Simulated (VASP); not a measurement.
# ZnO (sol) (P6_3mc) in VASP: notebook, part 3 of 4

VASP 6.6.1.

**5. Single point, PBEsol**

This run uses another cell than the first one, of 11.79 Å³/atom, 0.990 times its volume.

The input, INCAR:

```
SYSTEM = ZnO
PREC = Accurate
ENCUT = 520
EDIFF = 1E-7
ISMEAR = 0
SIGMA = 0.01
LREAL = .FALSE.
LASPH = .TRUE.
NELM = 80
ALGO = Normal
ISIF = 2
LWAVE = .FALSE.
LCHARG = .FALSE.
GGA = PS
NBANDS = 26
```

The input, KPOINTS:

```
Automatic mesh
0
G
  9 9 6
  0 0 0
```

The input, POSCAR:

```
ZnO
1.0
    3.2309096810      0.0000000000      0.0000000000
   -1.6154548405      2.7980498610      0.0000000000
    0.0000000000      0.0000000000      5.2156080124
Zn O
2 2
Direct
    0.3333333333      0.6666666667     -0.0075495167
    0.6666666667      0.3333333333      0.4924504833
    0.3333333333      0.6666666667      0.3895495167
    0.6666666667      0.3333333333      0.8895495167
```

Potentials or basis: VASP PAW PBE potentials, release 64 (Zn, O).

On the command line:

```bash
$ cat potpaw_PBE.64/Zn/POTCAR potpaw_PBE.64/O/POTCAR > POTCAR
$ mpirun -np 1 vasp_std > vasp.out
```

OUTCAR:

```text
SYSTEM = ZnO
   PREC = Accurate
   ENCUT = 520
   EDIFF = 1E-7
   ISMEAR = 0
   LREAL = .FALSE.
   LASPH = .TRUE.
   NELM = 80
   ISIF = 2
   GGA = PS

 ion  position               nearest neighbor table
   1  0.333  0.667  0.992-   4 1.94   4 1.94   4 1.94   3 2.07
   2  0.667  0.333  0.492-   3 1.94   3 1.94   3 1.94   4 2.07
   3  0.333  0.667  0.390-   2 1.94   2 1.94   2 1.94   1 2.07
   4  0.667  0.333  0.890-   1 1.94   1 1.94   1 1.94   2 2.07

  LATTYP: Found a hexagonal cell.
 ALAT       =     3.2309096810
 C/A-ratio  =     1.6142846837

  Lattice vectors:

 A1 = (   3.2309096810,   0.0000000000,   0.0000000000)
 A2 = (  -1.6154548405,   2.7980498610,   0.0000000000)
 A3 = (   0.0000000000,   0.0000000000,   5.2156080124)

Analysis of symmetry for initial positions (statically):
=====================================================================
 Subroutine PRICEL returns:
 Original cell was already a primitive cell.

 Routine SETGRP: Setting up the symmetry group for a
 hexagonal supercell.

 Subroutine GETGRP returns: Found 12 space group operations
 (whereof  6 operations were pure point group operations)
 out of a pool of 24 trial point group operations.

The static configuration has the point symmetry C_3v.
 The point group associated with its full space group is C_6v.

Analysis of symmetry for dynamics (positions and initial velocities):
=====================================================================
 Subroutine PRICEL returns:
 Original cell was already a primitive cell.

 Routine SETGRP: Setting up the symmetry group for a
 hexagonal supercell.

 Subroutine GETGRP returns: Found 12 space group operations
 (whereof  6 operations were pure point group operations)
 out of a pool of 24 trial point group operations.

The dynamic configuration has the point symmetry C_3v.
 The point group associated with its full space group is C_6v.

 Subroutine INISYM returns: Found 12 space group operations
 (whereof  6 operations are pure point group operations),
 and found     1 'primitive' translations

----------------------------------------------------------------------------------------

                                     Primitive cell

  volume of cell :      47.1504

  direct lattice vectors                    reciprocal lattice vectors
     3.230909681  0.000000000  0.000000000     0.309510354  0.178695886  0.000000000
    -1.615454840  2.798049861  0.000000000     0.000000000  0.357391773  0.000000000
     0.000000000  0.000000000  5.215608012     0.000000000  0.000000000  0.191732200

  length of vectors
     3.230909681  3.230909681  5.215608012     0.357391773  0.357391773  0.191732200

  position of ions in fractional coordinates (direct lattice)
     0.333333333  0.666666667  0.992450483
     0.666666667  0.333333333  0.492450483
     0.333333333  0.666666667  0.389549517
     0.666666667  0.333333333  0.889549517

  ion indices of the primitive-cell ions
   primitive index   ion index
                 1           1
                 2           2
                 3           3
                 4           4

----------------------------------------------------------------------------------------

 KPOINTS: Automatic mesh

Automatic generation of k-mesh.
 Grid dimensions read from file:
 generate k-points for:    9    9    6

 Generating k-lattice:

  Cartesian coordinates                     Fractional coordinates (reciprocal lattice)
     0.034390039  0.019855098  0.000000000     0.111111111 -0.000000000  0.000000000
     0.000000000  0.039710197  0.000000000     0.000000000  0.111111111  0.000000000
     0.000000000  0.000000000  0.031955367     0.000000000  0.000000000  0.166666667

  Length of vectors
     0.039710197  0.039710197  0.031955367

  Shift w.r.t. Gamma in fractional coordinates (k-lattice)
     0.000000000  0.000000000  0.000000000

 Subroutine IBZKPT returns following result:
 ===========================================

 Found     48 irreducible k-points:

 Following reciprocal coordinates:
            Coordinates               Weight
  0.000000  0.000000  0.000000      1.000000
  0.111111 -0.000000  0.000000      6.000000
  0.222222 -0.000000  0.000000      6.000000
  0.333333 -0.000000  0.000000      6.000000
  0.444444 -0.000000  0.000000      6.000000
  0.111111  0.111111  0.000000      6.000000
[... 16 lines left out ...]
  0.333333  0.222222  0.166667     24.000000
  0.333333  0.333333  0.166667      4.000000
 [... further k-points ...]
   k-points           NKPTS =     48   k-points in BZ     NKDIM =     48   number of bands    NBANDS=     26
   number of dos      NEDOS =    301   number of ions     NIONS =      4
   total plane-waves  NPLWV =  23040
   dimension x,y,z NGX =    24 NGY =   24 NGZ =   40
   dimension x,y,z NGXF=    48 NGYF=   48 NGZF=   80
   ions per type =               2   2
   NGX,Y,Z   is equivalent  to a cutoff of  12.35, 12.35, 12.75 a.u.
   NGXF,Y,Z  is equivalent  to a cutoff of  24.70, 24.70, 25.50 a.u.
 SYSTEM =  ZnO
   PREC   = accura    normal or accurate (medium, high low for compatibility)
   ISTART =      0    job   : 0-new  1-cont  2-samecut
   ICHARG =      2    charge: 1-file 2-atom 10-const
   ISPIN  =      1    spin polarized calculation?
   LNONCOLLINEAR =      F non collinear calculations
   LSORBIT =      F    spin-orbit coupling
   LASPH  =      T    aspherical Exc in radial PAW
   ENCUT  =  520.0 eV  38.22 Ry    6.18 a.u.   6.01  6.01  9.70*2*pi/ulx,y,z
   NELM   =     80;   NELMIN=  2; NELMDL= -5     # of ELM steps
   EDIFF  = 0.1E-06   stopping-criterion for ELM
   LREAL  =      F    real-space projection
   EDIFFG = 0.1E-05   stopping-criterion for IOM
   NSW    =      0    number of steps for IOM
   IBRION =     -1    ionic relax: 0-MD 1-quasi-New 2-CG
   NFREE  =      0    steps in history (QN), initial steepest desc. (CG)
   ISIF   =      2    stress and relaxation
   ISYM   =      2    0-nonsym 1-usesym 2-fastsym
   POTIM  = 0.5000    time-step for ionic-motion
   TEBEG  =    0.0;   TEEND  =   0.0 temperature during run
   PSTRESS=    0.0 pullay stress
   NELECT =      36.0000    total number of electrons
   NUPDOWN=      -1.0000    fix difference up-down
   EMIN   =  10.00;   EMAX   =-10.00  energy-range for DOS
   EFERMI =   0.00;   METHOD = LEGACY
   ISMEAR =     0;   SIGMA  =   0.01  broadening in eV -4-tet -1-fermi 0-gaus
   EFERMI_NEDOS =   21; number of points for ismear=-14 and -15
   IALGO  =     38    algorithm
   IMIX   =      4    mixing-type and parameters
     AMIX     =   0.40;   BMIX     =  1.00
     AMIX_MAG =   1.60;   BMIX_MAG =  1.00
  volume/ion in A,a.u.               =      11.79        79.55
  Fermi-wavevector in a.u.,A,eV,Ry     =   1.496284  2.827566 30.461604  2.238865
  Thomas-Fermi vector in A             =   2.608320
   LORBIT       =      0    0 simple, 1 ext, 2 COOP (PROOUT), +10 PAW based schemes
   GGA     = PS    functional components
   LHFCALC =     F    Hartree Fock is set to
   AEXX    =    0.0000 exact exchange contribution
   IVDW    =     0    specifies the selected vdW correction
   LEPSILON=     F    determine dielectric tensor
   LRPA    =     F    only Hartree local field effects (RPA)
 non-spin polarized calculation
 Gauss-broadening in eV      SIGMA  =   0.01
  energy-cutoff  :      520.00
  volume of cell :       47.15
 maximum number of plane-waves:      1290
   NGX = 13   NGY = 13   NGZ = 19

 number of electron      36.0000057 magnetization

 Free energy of the ion-electron system (eV)
  ---------------------------------------------------
  ext. energy  EPLUGINS =         0.00000000
  ---------------------------------------------------
  free energy    TOTEN  =       -19.36186645 eV

  energy without entropy =      -19.36186645  energy(sigma->0) =      -19.36186645

 E-fermi :   1.2387     XC(G=0): -11.2340

 val. band max:        1.1765372207   @ k =   0.0000   0.0000   0.0000
 cond. band min:       1.8777624481   @ k =   0.0000   0.0000   0.0000
 fundamental gap:      0.7012252274
 Fermi energy:         1.2386899556

 k-point     1 :       0.0000    0.0000    0.0000
  band No.  band energies     occupation
      1     -16.9947      2.00000
      2     -16.2589      2.00000
      3      -4.7274      2.00000
      4      -4.7274      2.00000
      5      -4.6055      2.00000
      6      -4.6055      2.00000
[... 685 lines left out ...]
     25      14.3199      0.00000
     26      15.5349      0.00000

 [... further k-points ...]

------------------------ aborting loop because EDIFF is reached ----------------------------------------

  FORCE on cell =-STRESS in cart. coord.  units (eV):
  Direction    XX          YY          ZZ          XY          YZ          ZX
  --------------------------------------------------------------------------------------
  -------------------------------------------------------------------------------------
  Total        1.1585042      1.1585042     -0.9719672      0.0000000      0.0000000      0.0000000
  in kB       39.3661539     39.3661539    -33.0275975      0.0000000      0.0000000      0.0000000
  external PRESSURE =      15.2349035 kB  Pullay stress =       0.0000000 kB

 VOLUME and BASIS-vectors are now :
 -----------------------------------------------------------------------------
  energy-cutoff  :      520.00
  volume of cell :       47.15
      direct lattice vectors                 reciprocal lattice vectors
     3.230909681  0.000000000  0.000000000     0.309510354  0.178695886  0.000000000
    -1.615454840  2.798049861  0.000000000     0.000000000  0.357391773  0.000000000
     0.000000000  0.000000000  5.215608012     0.000000000  0.000000000  0.191732200

 POSITION                                       TOTAL-FORCE (eV/Angst)
 -----------------------------------------------------------------------------------
     -0.00000      1.86537      5.17623         0.000000     -0.000000      0.461618
      1.61545      0.93268      2.56843        -0.000000      0.000000      0.461618
     -0.00000      1.86537      2.03174         0.000000     -0.000000     -0.461618
      1.61545      0.93268      4.63954        -0.000000      0.000000     -0.461618
 -----------------------------------------------------------------------------------
    total drift:                                0.000000      0.000001      0.002126

  FREE ENERGIE OF THE ION-ELECTRON SYSTEM (eV)
  ---------------------------------------------------
  free  energy   TOTEN  =       -19.3618664477 eV

  energy  without entropy=      -19.3618664477  energy(sigma->0) =      -19.36186645
```

OSZICAR:

```text
N       E                     dE             d eps       ncg     rms          rms(c)
DAV:   1     0.297529489143E+03    0.29753E+03   -0.18302E+04  2544   0.203E+03
DAV:   2     0.983953746589E+01   -0.28769E+03   -0.26895E+03  2620   0.416E+02
DAV:   3    -0.215508783776E+02   -0.31390E+02   -0.30962E+02  2742   0.139E+02
DAV:   4    -0.221774221368E+02   -0.62654E+00   -0.62475E+00  2740   0.200E+01
DAV:   5    -0.221805280522E+02   -0.31059E-02   -0.31056E-02  2700   0.147E+00    0.144E+01
DAV:   6    -0.192305800171E+02    0.29499E+01   -0.56679E+00  3920   0.606E+01    0.927E+00
DAV:   7    -0.194105066952E+02   -0.17993E+00   -0.26616E+00  2558   0.160E+01    0.552E+00
DAV:   8    -0.194106941125E+02   -0.18742E-03   -0.50633E-01  3578   0.728E+00    0.164E+00
DAV:   9    -0.193598036422E+02    0.50890E-01   -0.96381E-02  3666   0.609E+00    0.353E-01
DAV:  10    -0.193618158492E+02   -0.20122E-02   -0.37838E-02  2524   0.132E+00    0.111E-01
DAV:  11    -0.193618393035E+02   -0.23454E-04   -0.59923E-04  2646   0.221E-01    0.251E-02
DAV:  12    -0.193618686919E+02   -0.29388E-04   -0.24451E-05  2620   0.382E-02    0.185E-02
DAV:  13    -0.193618679910E+02    0.70086E-06   -0.34328E-06  3230   0.326E-02    0.951E-03
DAV:  14    -0.193618666177E+02    0.13733E-05   -0.34181E-06  2942   0.164E-02    0.259E-03
DAV:  15    -0.193618664911E+02    0.12658E-06   -0.11204E-07  1568   0.525E-03    0.131E-03
DAV:  16    -0.193618664477E+02    0.43413E-07   -0.10441E-07  1274   0.308E-03
   1 F= -.19361866E+02 E0= -.19361866E+02  d E =-.387826E-21
```

Run time: 29 s. Hardware: 1 thread of Intel Xeon Platinum 8488C (Sapphire Rapids), shared host; peak memory 0.18 GiB.

What came out:

```yaml
Free_energy: -19.3619 eV
Pressure: 1.5 GPa
Largest_force: 0.462 eV/Å
Band_gap_on_the_k_mesh: 0.70 eV, direct
```

Forces in eV/Å, atoms in the order of the input:
```
Zn   0.000  0.000  0.462
Zn   0.000  0.000  0.462
O    0.000  0.000 -0.462
O    0.000  0.000 -0.462
```

Caveat: the PAW data sets were made with another functional, which shifts forces and pressure a little.

[end of part 3 of 4]
